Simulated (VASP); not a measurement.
Wanted: the native input for a VASP 6.6.1 run.

```
Task                   : single point
Functional             : PBE
Potentials or basis    : VASP PAW PBE potentials, release 64 (Si, Ge_d, N)
Cutoff                 : 520 eV
k mesh                 : 6 × 6 × 8
Occupations            : fermi-dirac, width 0.02 eV
Spin                   : no spin polarisation
Dipole correction      : no
Further INCAR settings : ALGO = Normal; EDIFF = 1e-06; NBANDS = 60
```

The structure of Si3Ge3N8 lies in POSCAR:

```
Si3Ge3N8
1.0
    7.8205151073      0.0000000000      0.0000000000
   -3.9102575537      6.7727647536      0.0000000000
    0.0000000000      0.0000000000      2.9901689729
Si Ge N
3 3 8
Direct
    0.2374192009      0.8242866312      0.5000000000
    0.1757133688      0.4131325696      0.5000000000
    0.5868674304      0.7625807991      0.5000000000
    0.3990891632      0.2285502117      0.0000000000
    0.8294610485      0.6009108368      0.0000000000
    0.7714497883      0.1705389515      0.0000000000
    0.3333333333      0.6666666667      0.5000000000
    0.6666666667      0.3333333333      0.0000000000
    0.9823508489      0.6847233212      0.5000000000
    0.3045479022      0.9593775485      0.0000000000
    0.6548296463      0.6954520978      0.0000000000
    0.3152766788      0.2976275277      0.5000000000
    0.0406224515      0.3451703537      0.0000000000
    0.7023724723      0.0176491511      0.5000000000
```

The input as run:

INCAR

```
SYSTEM = Si3Ge3N8
PREC = Accurate
ENCUT = 520
EDIFF = 1E-6
ISMEAR = -1
SIGMA = 0.02
LREAL = .FALSE.
LASPH = .TRUE.
NELM = 60
ALGO = Normal
ISIF = 2
LWAVE = .FALSE.
LCHARG = .FALSE.
GGA = PE
NBANDS = 60
```

KPOINTS

```
regular mesh
0
G
  6 6 8
  0 0 0
```

Potentials or basis: VASP PAW PBE potentials, release 64 (Si, Ge_d, N).

Run with:

```sh
$ cat potpaw_PBE.64/Si/POTCAR potpaw_PBE.64/Ge_d/POTCAR potpaw_PBE.64/N/POTCAR > POTCAR
$ mpirun -np 1 vasp_std > vasp.out
```

Results of the run:

* Pressure: 5.6 GPa
* Largest force: 0.128 eV/Å
* Band gap on the k mesh: 3.28 eV

Caveat: the cell stands under pressure.

Wall time 7.7 min on 1 thread of Intel(R) Xeon(R) Platinum 8488C (Sapphire Rapids) (shared host), peak memory 0.45 GiB.
